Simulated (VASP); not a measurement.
# Cl (P6_3/mmc) in VASP: further runs

The runs below take Cl through single point, with PBEsol.

Everything below comes from runs of VASP 6.6.1. Logs are shortened: lines on timing, memory, paths and dates and some standing lists are left out, and cuts for length are marked.

## 1. The cell of the first run

The structure is hexagonal, space group P6_3/mmc (No. 194). The conventional cell has a = 4.021 Å, b = 4.021 Å, c = 8.808 Å, α = 90.00°, β = 90.00°, γ = 120.00°. Cl (site symmetry 3m) has 1 Cl at 2.00 Å within 2.7 Å.

## 2. Single point, PBEsol

The input, INCAR:

```
SYSTEM = Cl
  PREC = Accurate
  ENCUT = 500
  EDIFF = 1E-6
  ISMEAR = 0
  SIGMA = 0.02
  LREAL = .False.
  LASPH = .True.
  NELM = 120
  ALGO = Normal
  ISIF = 2
  LWAVE = .False.
  LCHARG = .False.
  GGA = PS
  NBANDS = 22
  GGA_COMPAT = .False.
```

The input, KPOINTS:

```
regular mesh
0
Gamma
  9 9 4
  0 0 0
```

The input, POSCAR:

```
Cl
1.0
    4.0211986744      0.0000000000      0.0000000000
   -2.0105993372      3.4824602057      0.0000000000
    0.0000000000      0.0000000000      8.8082955640
Cl
4
Direct
    0.3333333333      0.6666666667      0.3637534103
    0.6666666667      0.3333333333      0.8637534103
    0.6666666667      0.3333333333      0.6362465897
    0.3333333333      0.6666666667      0.1362465897
```

Potentials or basis: VASP PAW PBE potentials, release 64 (Cl).

Command:

```bash
$ cat potpaw_PBE.64/Cl/POTCAR > POTCAR
$ mpirun -np 1 vasp_std > vasp.out
```

OUTCAR:

```text
SYSTEM = Cl
   PREC = Accurate
   ENCUT = 500
   EDIFF = 1E-6
   ISMEAR = 0
   LREAL = .False.
   LASPH = .True.
   NELM = 120
   ISIF = 2
   GGA = PS

 ion  position               nearest neighbor table
   1  0.333  0.667  0.364-   4 2.00
   2  0.667  0.333  0.864-   3 2.00
   3  0.667  0.333  0.636-   2 2.00
   4  0.333  0.667  0.136-   1 2.00

  LATTYP: Found a hexagonal cell.
 ALAT       =     4.0211986744
 C/A-ratio  =     2.1904651516

  Lattice vectors:

 A1 = (   4.0211986744,   0.0000000000,   0.0000000000)
 A2 = (  -2.0105993372,   3.4824602057,   0.0000000000)
 A3 = (   0.0000000000,   0.0000000000,   8.8082955640)

Analysis of symmetry for initial positions (statically):
=====================================================================
 Subroutine PRICEL returns:
 Original cell was already a primitive cell.

 Routine SETGRP: Setting up the symmetry group for a
 hexagonal supercell.

 Subroutine GETGRP returns: Found 24 space group operations
 (whereof 12 operations were pure point group operations)
 out of a pool of 24 trial point group operations.

The static configuration has the point symmetry D_3d.
 The point group associated with its full space group is D_6h.

Analysis of symmetry for dynamics (positions and initial velocities):
=====================================================================
 Subroutine PRICEL returns:
 Original cell was already a primitive cell.

 Routine SETGRP: Setting up the symmetry group for a
 hexagonal supercell.

 Subroutine GETGRP returns: Found 24 space group operations
 (whereof 12 operations were pure point group operations)
 out of a pool of 24 trial point group operations.

The dynamic configuration has the point symmetry D_3d.
 The point group associated with its full space group is D_6h.

 Subroutine INISYM returns: Found 24 space group operations
 (whereof 12 operations are pure point group operations),
 and found     1 'primitive' translations

----------------------------------------------------------------------------------------

                                     Primitive cell

  volume of cell :     123.3484

  direct lattice vectors                    reciprocal lattice vectors
     4.021198674  0.000000000  0.000000000     0.248682067  0.143576659  0.000000000
    -2.010599337  3.482460206  0.000000000     0.000000000  0.287153317  0.000000000
     0.000000000  0.000000000  8.808295564     0.000000000  0.000000000  0.113529342

  length of vectors
     4.021198674  4.021198674  8.808295564     0.287153317  0.287153317  0.113529342

  position of ions in fractional coordinates (direct lattice)
     0.333333333  0.666666667  0.363753410
     0.666666667  0.333333333  0.863753410
     0.666666667  0.333333333  0.636246590
     0.333333333  0.666666667  0.136246590

  ion indices of the primitive-cell ions
   primitive index   ion index
                 1           1
                 2           2
                 3           3
                 4           4

----------------------------------------------------------------------------------------

 KPOINTS: regular mesh

Automatic generation of k-mesh.
 Grid dimensions read from file:
 generate k-points for:    9    9    4

 Generating k-lattice:

  Cartesian coordinates                     Fractional coordinates (reciprocal lattice)
     0.027631341  0.015952962  0.000000000     0.111111111  0.000000000  0.000000000
     0.000000000  0.031905924  0.000000000     0.000000000  0.111111111  0.000000000
     0.000000000  0.000000000  0.028382336     0.000000000  0.000000000  0.250000000

  Length of vectors
     0.031905924  0.031905924  0.028382336

  Shift w.r.t. Gamma in fractional coordinates (k-lattice)
     0.000000000  0.000000000  0.000000000

 Subroutine IBZKPT returns following result:
 ===========================================

 Found     36 irreducible k-points:

 Following reciprocal coordinates:
            Coordinates               Weight
  0.000000  0.000000  0.000000      1.000000
  0.111111  0.000000  0.000000      6.000000
  0.222222  0.000000  0.000000      6.000000
  0.333333  0.000000  0.000000      6.000000
  0.444444  0.000000  0.000000      6.000000
  0.111111  0.111111  0.000000      6.000000
[... 16 lines left out ...]
  0.333333  0.222222  0.250000     24.000000
  0.333333  0.333333  0.250000      4.000000
 [... further k-points ...]
   k-points           NKPTS =     36   k-points in BZ     NKDIM =     36   number of bands    NBANDS=     22
   number of dos      NEDOS =    301   number of ions     NIONS =      4
   total plane-waves  NPLWV =  57600
   dimension x,y,z NGX =    30 NGY =   30 NGZ =   64
   dimension x,y,z NGXF=    60 NGYF=   60 NGZF=  128
   ions per type =               4
   NGX,Y,Z   is equivalent  to a cutoff of  12.40, 12.40, 12.08 a.u.
   NGXF,Y,Z  is equivalent  to a cutoff of  24.81, 24.81, 24.16 a.u.
 SYSTEM =  Cl
   PREC   = accura    normal or accurate (medium, high low for compatibility)
   ISTART =      0    job   : 0-new  1-cont  2-samecut
   ICHARG =      2    charge: 1-file 2-atom 10-const
   ISPIN  =      1    spin polarized calculation?
   LNONCOLLINEAR =      F non collinear calculations
   LSORBIT =      F    spin-orbit coupling
   LASPH  =      T    aspherical Exc in radial PAW
   ENCUT  =  500.0 eV  36.75 Ry    6.06 a.u.   7.33  7.33 16.06*2*pi/ulx,y,z
   NELM   =    120;   NELMIN=  2; NELMDL= -5     # of ELM steps
   EDIFF  = 0.1E-05   stopping-criterion for ELM
   LREAL  =      F    real-space projection
   EDIFFG = 0.1E-04   stopping-criterion for IOM
   NSW    =      0    number of steps for IOM
   IBRION =     -1    ionic relax: 0-MD 1-quasi-New 2-CG
   NFREE  =      0    steps in history (QN), initial steepest desc. (CG)
   ISIF   =      2    stress and relaxation
   ISYM   =      2    0-nonsym 1-usesym 2-fastsym
   POTIM  = 0.5000    time-step for ionic-motion
   TEBEG  =    0.0;   TEEND  =   0.0 temperature during run
   PSTRESS=    0.0 pullay stress
   NELECT =      28.0000    total number of electrons
   NUPDOWN=      -1.0000    fix difference up-down
   EMIN   =  10.00;   EMAX   =-10.00  energy-range for DOS
   EFERMI =   0.00;   METHOD = LEGACY
   ISMEAR =     0;   SIGMA  =   0.02  broadening in eV -4-tet -1-fermi 0-gaus
   EFERMI_NEDOS =   21; number of points for ismear=-14 and -15
   IALGO  =     38    algorithm
   IMIX   =      4    mixing-type and parameters
     AMIX     =   0.40;   BMIX     =  1.00
     AMIX_MAG =   1.60;   BMIX_MAG =  1.00
  volume/ion in A,a.u.               =      30.84       208.10
  Fermi-wavevector in a.u.,A,eV,Ry     =   0.998657  1.887188 13.569303  0.997316
  Thomas-Fermi vector in A             =   2.130895
   LORBIT       =      0    0 simple, 1 ext, 2 COOP (PROOUT), +10 PAW based schemes
   GGA     = PS    functional components
   LHFCALC =     F    Hartree Fock is set to
   AEXX    =    0.0000 exact exchange contribution
   IVDW    =     0    specifies the selected vdW correction
   LEPSILON=     F    determine dielectric tensor
   LRPA    =     F    only Hartree local field effects (RPA)
 non-spin polarized calculation
 Gauss-broadening in eV      SIGMA  =   0.02
  energy-cutoff  :      500.00
  volume of cell :      123.35
 maximum number of plane-waves:      3164
 NGX is ok and might be reduce to    30
   NGX = 15   NGY = 15   NGZ = 33

 number of electron      27.9999991 magnetization

 Free energy of the ion-electron system (eV)
  ---------------------------------------------------
  ext. energy  EPLUGINS =         0.00000000
  ---------------------------------------------------
  free energy    TOTEN  =        -7.88451094 eV

  energy without entropy =       -7.88451094  energy(sigma->0) =       -7.88451094

 E-fermi :  -0.5147     XC(G=0):  -7.5758

 val. band max:       -0.6655040199   @ k =   0.2222   0.0000   0.0000
 cond. band min:       0.9604472420   @ k =   0.0000   0.0000   0.0000
 fundamental gap:      1.6259512619
 Fermi energy:        -0.5146605511

 k-point     1 :       0.0000    0.0000    0.0000
  band No.  band energies     occupation
      1     -17.6334      2.00000
      2     -17.4187      2.00000
      3     -13.7411      2.00000
      4     -13.0051      2.00000
      5      -6.7464      2.00000
      6      -5.2429      2.00000
[... 14 lines left out ...]
     21       9.5587      0.00000
     22       9.7167      0.00000

 k-point     2 :       0.1111    0.0000    0.0000
  band No.  band energies     occupation
      1     -17.6162      2.00000
      2     -17.4127      2.00000
      3     -13.7097      2.00000
      4     -13.0113      2.00000
      5      -6.7115      2.00000
      6      -5.2878      2.00000
[... 14 lines left out ...]
     21       9.4513      0.00000
     22       9.7287      0.00000

 k-point     3 :       0.2222    0.0000    0.0000
  band No.  band energies     occupation
      1     -17.5707      2.00000
      2     -17.3990      2.00000
      3     -13.6233      2.00000
      4     -13.0331      2.00000
      5      -6.6121      2.00000
      6      -5.4219      2.00000
[... 14 lines left out ...]
     21       9.0403      0.00000
     22       9.8545      0.00000
[... 476 lines left out ...]
 k-point    23 :       0.3333    0.2222    0.2500
  band No.  band energies     occupation
      1     -17.4358      2.00000
      2     -17.4013      2.00000
      3     -13.3157      2.00000
      4     -13.1967      2.00000
      5      -6.1447      2.00000
      6      -5.9138      2.00000
[... 14 lines left out ...]
     21       9.2491      0.00000
     22       9.5276      0.00000

 k-point    24 :       0.3333    0.3333    0.2500
  band No.  band energies     occupation
      1     -17.4124      2.00000
      2     -17.4124      2.00000
      3     -13.2492      2.00000
      4     -13.2492      2.00000
      5      -6.0267      2.00000
      6      -6.0267      2.00000
[... 14 lines left out ...]
     21       9.1062      0.00000
     22       9.8412      0.00000

 [... further k-points ...]

------------------------ aborting loop because EDIFF is reached ----------------------------------------

  FORCE on cell =-STRESS in cart. coord.  units (eV):
  Direction    XX          YY          ZZ          XY          YZ          ZX
  --------------------------------------------------------------------------------------
  -------------------------------------------------------------------------------------
  Total       -0.0394071     -0.0394071     -0.6464030      0.0000000     -0.0000000      0.0000000
  in kB       -0.5118597     -0.5118597     -8.3961537      0.0000000     -0.0000000      0.0000000
  external PRESSURE =      -3.1399577 kB  Pullay stress =       0.0000000 kB

 VOLUME and BASIS-vectors are now :
 -----------------------------------------------------------------------------
  energy-cutoff  :      500.00
  volume of cell :      123.35
      direct lattice vectors                 reciprocal lattice vectors
     4.021198674  0.000000000  0.000000000     0.248682067  0.143576659  0.000000000
    -2.010599337  3.482460206  0.000000000     0.000000000  0.287153317  0.000000000
     0.000000000  0.000000000  8.808295564     0.000000000  0.000000000  0.113529342

 POSITION                                       TOTAL-FORCE (eV/Angst)
 -----------------------------------------------------------------------------------
     -0.00000      2.32164      3.20405        -0.000000      0.000000     -0.161520
      2.01060      1.16082      7.60820         0.000000      0.000000     -0.161520
      2.01060      1.16082      5.60425         0.000000      0.000000      0.161520
     -0.00000      2.32164      1.20010        -0.000000      0.000000      0.161520
 -----------------------------------------------------------------------------------
    total drift:                                0.000000     -0.000000      0.000000

  FREE ENERGIE OF THE ION-ELECTRON SYSTEM (eV)
  ---------------------------------------------------
  free  energy   TOTEN  =        -7.8845109393 eV

  energy  without entropy=       -7.8845109393  energy(sigma->0) =       -7.88451094
```

Run time: 2.3 min. Hardware: 1 thread of AMD EPYC 7R13, shared host; peak memory 0.21 GiB.

Results:

- Free energy: -7.8845 eV
- Pressure: -0.3 GPa
- Largest force: 0.162 eV/Å
- Band gap on the k mesh: 1.63 eV (least direct gap 1.65 eV)

Forces on the atoms (eV/Å):
```
Cl   0.000  0.000 -0.162
Cl   0.000  0.000 -0.162
Cl   0.000  0.000  0.162
Cl   0.000  0.000  0.162
```

Levels at points of the mesh, in eV from the valence-band top:
| k point | band 12 | band 13 | band 14 | band 15 | band 16 | band 17 |
| --- | --- | --- | --- | --- | --- | --- |
| (0.00, 0.00, 0.00) | -0.55 | -0.02 | -0.02 | 1.63 | 3.07 | 5.82 |
| (0.00, 0.00, 0.50) | -0.28 | -0.28 | -0.28 | 2.36 | 2.36 | 6.16 |

Caveat: this functional lacks dispersion, which holds the molecules together, so the pressure and a relaxed volume are unreliable; the PAW data sets were made with another functional, which shifts forces and pressure a little; an odd mesh through Γ misses points on the zone boundary, where band edges can lie.

## 3. Single point, PBEsol

This run uses another cell than the first one, of 21.08 Å³/atom.

The input, INCAR:

```
PREC     = Accurate       # precision mode
ENCUT    = 500            # plane-wave cutoff, eV
EDIFF    = 1E-6           # SCF threshold, eV
ISMEAR   = 0              # smearing method
SIGMA    = 0.1            # smearing width, eV
LREAL    = False          # projectors in reciprocal space
LASPH    = True           # aspherical terms in the spheres
NELM     = 120            # most SCF steps
ALGO     = Normal         # electronic algorithm
ISIF     = 2              # what is computed and relaxed
LWAVE    = False          # write WAVECAR
LCHARG   = False          # write CHGCAR
GGA      = PS             # functional
NBANDS   = 22             # bands
GGA_COMPAT= False
```

The input, KPOINTS:

```
regular mesh
0
Gamma
  15 15 6
```

The input, POSCAR:

```
Cl
1.0
    3.6115635017      0.0000000000      0.0000000000
   -1.8057817508      3.1277057398      0.0000000000
    0.0000000000      0.0000000000      7.4648225863
Cl
4
Direct
    0.0000000000      0.0000000000      0.0000000000
    0.0000000000      0.0000000000      0.5000000000
    0.3333333333      0.6666666667      0.7500000000
    0.6666666667      0.3333333333      0.2500000000
```

Potentials or basis: VASP PAW PBE potentials, release 64 (Cl).

Command:

```bash
$ cat potpaw_PBE.64/Cl/POTCAR > POTCAR
$ mpirun -np 1 vasp_std > vasp.out
```

Wall time 4.6 min (1 thread of AMD EPYC 7R13, shared host); peak memory 0.24 GiB.

It converged, with:

```yaml
Free_energy: -5.4985 eV
Pressure: 0.0 GPa
Band_gap_on_the_k_mesh: zero (bands 14 and 15 overlap by 0.92 eV)
```

Levels at points of the mesh, in eV from the Fermi level:
| k point | band 10 | band 11 | band 12 | band 13 | band 14 | band 15 | band 16 | band 17 | band 18 | band 19 |
| --- | --- | --- | --- | --- | --- | --- | --- | --- | --- | --- |
| (0.00, 0.00, 0.00) | -1.67 | -1.67 | -1.46 | -1.46 | -0.28 | -0.28 | 0.68 | 7.06 | 8.37 | 9.51 |
| (0.00, 0.00, 0.50) | -2.31 | -0.70 | -0.70 | -0.70 | -0.70 | -0.35 | -0.35 | 8.22 | 8.22 | 9.36 |

Caveat: the PAW data sets were made with another functional, which shifts forces and pressure a little.
